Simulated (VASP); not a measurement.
# ScAl3 in VASP: further runs

Runs on ScAl3. Level: r2SCAN. Tasks: single point.

Everything below comes from runs of VASP 6.6.1. Logs are shortened: lines on timing, memory, paths and dates and some standing lists are left out, and cuts for length are marked.

### Step 1. The cell of the first run

Symmetry: Pm-3m, No. 221, cubic system. The conventional cell has a = 4.086 Å, b = 4.086 Å, c = 4.086 Å, α = 90.00°, β = 90.00°, γ = 90.00°. Sc (site symmetry m-3m) has 12 Al at 2.89 Å within 3.8 Å. Al (site symmetry 4/mmm) has 4 Sc at 2.89 Å and 8 Al at 2.89 Å within 3.8 Å.

### Step 2. Single point, r2SCAN

Input file POSCAR:

```
ScAl3
1.0
    4.0855365686      0.0000000000      0.0000000000
    0.0000000000      4.0855365686      0.0000000000
    0.0000000000      0.0000000000      4.0855365686
Sc Al
1 3
Direct
    0.0000000000      0.0000000000      0.0000000000
    0.5000000000      0.0000000000      0.5000000000
    0.0000000000      0.5000000000      0.5000000000
    0.5000000000      0.5000000000      0.0000000000
```

Input file INCAR.step1:

```
PREC     = Accurate       # precision mode
ENCUT    = 520            # plane-wave cutoff, eV
ISMEAR   = 0              # smearing method
SIGMA    = 0.15           # smearing width, eV
LREAL    = F              # projectors in reciprocal space
LASPH    = T              # aspherical terms in the spheres
NELM     = 60             # most SCF steps
NBANDS   = 18             # bands
GGA      = PE             # functional
ALGO     = Normal         # electronic algorithm
EDIFF    = 1E-4           # SCF threshold, eV
LWAVE    = T              # write WAVECAR
LCHARG   = F              # write CHGCAR
```

Input file INCAR.step2:

```
PREC     = Accurate       # precision mode
ENCUT    = 520            # plane-wave cutoff, eV
EDIFF    = 1E-7           # SCF threshold, eV
ISMEAR   = 0              # smearing method
SIGMA    = 0.15           # smearing width, eV
LREAL    = F              # projectors in reciprocal space
LASPH    = T              # aspherical terms in the spheres
NELM     = 60             # most SCF steps
ALGO     = Normal         # electronic algorithm
ISIF     = 2              # what is computed and relaxed
LWAVE    = F              # write WAVECAR
LCHARG   = F              # write CHGCAR
METAGGA  = R2SCAN         # meta-GGA
LMIXTAU  = T            
NBANDS   = 18             # bands
ISTART   = 1
```

Input file KPOINTS:

```
Automatic mesh
0
Gamma
  12 12 12
```

Potentials or basis: VASP PAW PBE potentials, release 64 (Sc_sv, Al).

On the command line:

```
$ cat potpaw_PBE.64/Sc_sv/POTCAR potpaw_PBE.64/Al/POTCAR > POTCAR
$ cp INCAR.step1 INCAR
$ mpirun -np 1 vasp_std > vasp.out
$ cp INCAR.step2 INCAR
$ mpirun -np 1 vasp_std > vasp.out
```

OUTCAR:

```text
PREC = Accurate
   ENCUT = 520
   EDIFF = 1E-7
   ISMEAR = 0
   LREAL = F
   LASPH = T
   NELM = 60
   ISIF = 2
   METAGGA = R2SCAN
   ISTART = 1

 ion  position               nearest neighbor table
   1  0.000  0.000  0.000-   2 2.89   3 2.89   4 2.89   2 2.89   3 2.89   3 2.89   4 2.89   3 2.89
                             2 2.89   4 2.89   2 2.89   4 2.89
   2  0.500  0.000  0.500-   1 2.89   3 2.89   4 2.89   1 2.89   4 2.89   3 2.89   4 2.89   4 2.89
                             1 2.89   3 2.89   1 2.89   3 2.89
   3  0.000  0.500  0.500-   1 2.89   2 2.89   4 2.89   1 2.89   4 2.89   1 2.89   2 2.89   1 2.89
                             2 2.89   4 2.89   4 2.89   2 2.89
   4  0.500  0.500  0.000-   1 2.89   2 2.89   3 2.89   2 2.89   3 2.89   1 2.89   2 2.89   2 2.89
                             1 2.89   3 2.89   3 2.89   1 2.89

  LATTYP: Found a simple cubic cell.
 ALAT       =     4.0855365686

  Lattice vectors:

 A1 = (   4.0855365686,   0.0000000000,   0.0000000000)
 A2 = (   0.0000000000,   4.0855365686,   0.0000000000)
 A3 = (   0.0000000000,   0.0000000000,   4.0855365686)

Analysis of symmetry for initial positions (statically):
=====================================================================
 Subroutine PRICEL returns:
 Original cell was already a primitive cell.

 Routine SETGRP: Setting up the symmetry group for a
 simple cubic supercell.

 Subroutine GETGRP returns: Found 48 space group operations
 (whereof 48 operations were pure point group operations)
 out of a pool of 48 trial point group operations.

The static configuration has the point symmetry O_h .

Analysis of symmetry for dynamics (positions and initial velocities):
=====================================================================
 Subroutine PRICEL returns:
 Original cell was already a primitive cell.

 Routine SETGRP: Setting up the symmetry group for a
 simple cubic supercell.

 Subroutine GETGRP returns: Found 48 space group operations
 (whereof 48 operations were pure point group operations)
 out of a pool of 48 trial point group operations.

The dynamic configuration has the point symmetry O_h .

 Subroutine INISYM returns: Found 48 space group operations
 (whereof 48 operations are pure point group operations),
 and found     1 'primitive' translations

----------------------------------------------------------------------------------------

                                     Primitive cell

  volume of cell :      68.1942

  direct lattice vectors                    reciprocal lattice vectors
     4.085536569  0.000000000  0.000000000     0.244765891  0.000000000  0.000000000
     0.000000000  4.085536569  0.000000000     0.000000000  0.244765891  0.000000000
     0.000000000  0.000000000  4.085536569     0.000000000  0.000000000  0.244765891

  length of vectors
     4.085536569  4.085536569  4.085536569     0.244765891  0.244765891  0.244765891

  position of ions in fractional coordinates (direct lattice)
     0.000000000  0.000000000  0.000000000
     0.500000000  0.000000000  0.500000000
     0.000000000  0.500000000  0.500000000
     0.500000000  0.500000000  0.000000000

  ion indices of the primitive-cell ions
   primitive index   ion index
                 1           1
                 2           2
                 3           3
                 4           4

----------------------------------------------------------------------------------------

 KPOINTS: Automatic mesh

Automatic generation of k-mesh.
 Grid dimensions read from file:
 generate k-points for:   12   12   12

 Generating k-lattice:

  Cartesian coordinates                     Fractional coordinates (reciprocal lattice)
     0.020397158  0.000000000  0.000000000     0.083333333  0.000000000  0.000000000
     0.000000000  0.020397158  0.000000000     0.000000000  0.083333333  0.000000000
     0.000000000  0.000000000  0.020397158     0.000000000  0.000000000  0.083333333

  Length of vectors
     0.020397158  0.020397158  0.020397158

  Shift w.r.t. Gamma in fractional coordinates (k-lattice)
     0.000000000  0.000000000  0.000000000

 Subroutine IBZKPT returns following result:
 ===========================================

 Found     84 irreducible k-points:

 Following reciprocal coordinates:
            Coordinates               Weight
  0.000000  0.000000  0.000000      1.000000
  0.083333  0.000000  0.000000      6.000000
  0.166667  0.000000  0.000000      6.000000
  0.250000  0.000000  0.000000      6.000000
  0.333333  0.000000  0.000000      6.000000
  0.416667  0.000000  0.000000      6.000000
[... 16 lines left out ...]
  0.333333  0.333333  0.000000     12.000000
  0.416667  0.333333  0.000000     24.000000
 [... further k-points ...]
   k-points           NKPTS =     84   k-points in BZ     NKDIM =     84   number of bands    NBANDS=     18
   number of dos      NEDOS =    301   number of ions     NIONS =      4
   total plane-waves  NPLWV =  27000
   dimension x,y,z NGX =    30 NGY =   30 NGZ =   30
   dimension x,y,z NGXF=    60 NGYF=   60 NGZF=   60
   ions per type =               1   3
   NGX,Y,Z   is equivalent  to a cutoff of  12.21, 12.21, 12.21 a.u.
   NGXF,Y,Z  is equivalent  to a cutoff of  24.41, 24.41, 24.41 a.u.
 SYSTEM =  unknown system
   PREC   = accura    normal or accurate (medium, high low for compatibility)
   ISTART =      1    job   : 0-new  1-cont  2-samecut
   ICHARG =      0    charge: 1-file 2-atom 10-const
   ISPIN  =      1    spin polarized calculation?
   LNONCOLLINEAR =      F non collinear calculations
   LSORBIT =      F    spin-orbit coupling
   LASPH  =      T    aspherical Exc in radial PAW
   ENCUT  =  520.0 eV  38.22 Ry    6.18 a.u.   7.60  7.60  7.60*2*pi/ulx,y,z
   NELM   =     60;   NELMIN=  2; NELMDL=  0     # of ELM steps
   EDIFF  = 0.1E-06   stopping-criterion for ELM
   LREAL  =      F    real-space projection
   EDIFFG = 0.1E-05   stopping-criterion for IOM
   NSW    =      0    number of steps for IOM
   IBRION =     -1    ionic relax: 0-MD 1-quasi-New 2-CG
   NFREE  =      0    steps in history (QN), initial steepest desc. (CG)
   ISIF   =      2    stress and relaxation
   ISYM   =      2    0-nonsym 1-usesym 2-fastsym
   POTIM  = 0.5000    time-step for ionic-motion
   TEBEG  =    0.0;   TEEND  =   0.0 temperature during run
   PSTRESS=    0.0 pullay stress
   NELECT =      20.0000    total number of electrons
   NUPDOWN=      -1.0000    fix difference up-down
   EMIN   =  10.00;   EMAX   =-10.00  energy-range for DOS
   EFERMI =   0.00;   METHOD = LEGACY
   ISMEAR =     0;   SIGMA  =   0.15  broadening in eV -4-tet -1-fermi 0-gaus
   EFERMI_NEDOS =   21; number of points for ismear=-14 and -15
   IALGO  =     38    algorithm
   IMIX   =      4    mixing-type and parameters
     AMIX     =   0.40;   BMIX     =  1.00
     AMIX_MAG =   1.60;   BMIX_MAG =  1.00
  volume/ion in A,a.u.               =      17.05       115.05
  Fermi-wavevector in a.u.,A,eV,Ry     =   1.087683  2.055423 16.096435  1.183055
  Thomas-Fermi vector in A             =   2.223848
   LORBIT       =      0    0 simple, 1 ext, 2 COOP (PROOUT), +10 PAW based schemes
   METAGGA = R2SCAN    functional components
   LHFCALC =     F    Hartree Fock is set to
   AEXX    =    0.0000 exact exchange contribution
   IVDW    =     0    specifies the selected vdW correction
   LEPSILON=     F    determine dielectric tensor
   LRPA    =     F    only Hartree local field effects (RPA)
 non-spin polarized calculation
 Gauss-broadening in eV      SIGMA  =   0.15
  energy-cutoff  :      520.00
  volume of cell :       68.19
 maximum number of plane-waves:      1856
   NGX = 15   NGY = 15   NGZ = 15

 number of electron      19.9999996 magnetization

 Free energy of the ion-electron system (eV)
  ---------------------------------------------------
  ext. energy  EPLUGINS =         0.00000000
  ---------------------------------------------------
  free energy    TOTEN  =       -33.51653267 eV

  energy without entropy =      -33.50306555  energy(sigma->0) =      -33.50979911

 E-fermi :   7.3457     XC(G=0): -11.1304

 val. band max:        7.3158092311   @ k =   0.2500   0.0833   0.0000
 cond. band min:       7.3537443795   @ k =   0.3333   0.2500   0.0000
 fundamental gap:      0.0379351484
 Fermi energy:         7.3456604152

 k-point     1 :       0.0000    0.0000    0.0000
  band No.  band energies     occupation
      1     -43.7466      2.00000
      2     -21.4860      2.00000
      3     -21.4860      2.00000
      4     -21.4860      2.00000
      5      -3.3296      2.00000
      6       4.6067      2.00000
[... 10 lines left out ...]
     17      12.9411      0.00000
     18      12.9411      0.00000

 k-point     2 :       0.0833    0.0000    0.0000
  band No.  band energies     occupation
      1     -43.7465      2.00000
      2     -21.4884      2.00000
      3     -21.4858      2.00000
      4     -21.4858      2.00000
      5      -3.2616      2.00000
      6       3.9190      2.00000
[... 10 lines left out ...]
     17      13.0008      0.00000
     18      13.0008      0.00000

 k-point     3 :       0.1667    0.0000    0.0000
  band No.  band energies     occupation
      1     -43.7463      2.00000
      2     -21.4950      2.00000
      3     -21.4853      2.00000
      4     -21.4853      2.00000
      5      -3.0591      2.00000
      6       2.8978      2.00000
[... 10 lines left out ...]
     17      12.9822      0.00000
     18      12.9822      0.00000

 k-point     4 :       0.2500    0.0000    0.0000
  band No.  band energies     occupation
      1     -43.7459      2.00000
      2     -21.5039      2.00000
      3     -21.4846      2.00000
      4     -21.4846      2.00000
      5      -2.7267      2.00000
      6       1.8648      2.00000
[... 10 lines left out ...]
     17      12.5948      0.00000
     18      13.5085      0.00000

 k-point     5 :       0.3333    0.0000    0.0000
  band No.  band energies     occupation
      1     -43.7455      2.00000
      2     -21.5128      2.00000
      3     -21.4839      2.00000
      4     -21.4839      2.00000
      5      -2.2747      2.00000
      6       0.8903      2.00000
[... 10 lines left out ...]
     17      12.1039      0.00000
     18      13.4636      0.00000

 k-point     6 :       0.4167    0.0000    0.0000
  band No.  band energies     occupation
      1     -43.7453      2.00000
      2     -21.5193      2.00000
      3     -21.4834      2.00000
      4     -21.4834      2.00000
      5      -1.7339      2.00000
      6       0.0294      2.00000
[... 307 lines left out ...]
 k-point    21 :       0.4167    0.2500    0.0000
  band No.  band energies     occupation
      1     -43.7446      2.00000
      2     -21.5168      2.00000
      3     -21.5002      2.00000
      4     -21.4820      2.00000
      5      -1.2063      2.00000
      6       0.5814      2.00000
[... 10 lines left out ...]
     17      12.8292      0.00000
     18      12.9160      0.00000

 k-point    22 :       0.5000    0.2500    0.0000
  band No.  band energies     occupation
      1     -43.7445      2.00000
      2     -21.5191      2.00000
      3     -21.5000      2.00000
      4     -21.4818      2.00000
      5      -0.8602      2.00000
      6       0.1298      2.00000
[... 10 lines left out ...]
     17      12.7954      0.00000
     18      12.9649      0.00000

 k-point    23 :       0.3333    0.3333    0.0000
  band No.  band energies     occupation
      1     -43.7445      2.00000
      2     -21.5099      2.00000
      3     -21.5090      2.00000
      4     -21.4818      2.00000
      5      -1.2998      2.00000
      6       1.7445      2.00000
[... 10 lines left out ...]
     17      11.9615      0.00000
     18      13.8274      0.00000

 k-point    24 :       0.4167    0.3333    0.0000
  band No.  band energies     occupation
      1     -43.7443      2.00000
      2     -21.5156      2.00000
      3     -21.5086      2.00000
      4     -21.4813      2.00000
      5      -0.8165      2.00000
      6       0.9830      2.00000
[... 10 lines left out ...]
     17      12.0523      0.00000
     18      13.6768      0.00000

 [... further k-points ...]
[... 5 lines left out ...]
  --------------------------------------------------------------------------------------
  -------------------------------------------------------------------------------------
  Total        0.0169790      0.0169790      0.0169790      0.0000000     -0.0000000      0.0000000
  in kB        0.3989093      0.3989093      0.3989093      0.0000000     -0.0000000      0.0000000
  external PRESSURE =       0.3989093 kB  Pullay stress =       0.0000000 kB

 VOLUME and BASIS-vectors are now :
 -----------------------------------------------------------------------------
  energy-cutoff  :      520.00
  volume of cell :       68.19
      direct lattice vectors                 reciprocal lattice vectors
     4.085536569  0.000000000  0.000000000     0.244765891  0.000000000  0.000000000
     0.000000000  4.085536569  0.000000000     0.000000000  0.244765891  0.000000000
     0.000000000  0.000000000  4.085536569     0.000000000  0.000000000  0.244765891

 POSITION                                       TOTAL-FORCE (eV/Angst)
 -----------------------------------------------------------------------------------
      0.00000      0.00000      0.00000         0.000000      0.000000      0.000000
      2.04277      0.00000      2.04277         0.000000      0.000000      0.000000
      0.00000      2.04277      2.04277         0.000000      0.000000      0.000000
      2.04277      2.04277      0.00000         0.000000      0.000000      0.000000
 -----------------------------------------------------------------------------------
    total drift:                               -0.000000     -0.000000      0.000000

  FREE ENERGIE OF THE ION-ELECTRON SYSTEM (eV)
  ---------------------------------------------------
  free  energy   TOTEN  =       -33.5165326693 eV

  energy  without entropy=      -33.5030655509  energy(sigma->0) =      -33.50979911
```

It took 9.1 min on 1 thread of AMD EPYC, shared host; peak memory 0.2 GiB.

Results:

- Free energy: -33.5165 eV
- Pressure: 0.0 GPa
- Band gap on the k mesh: zero (bands 10 and 11 overlap by 4.26 eV)

Caveat: the PAW data sets were made with another functional, which shifts forces and pressure a little.

(Continued in part 2 of 3.)
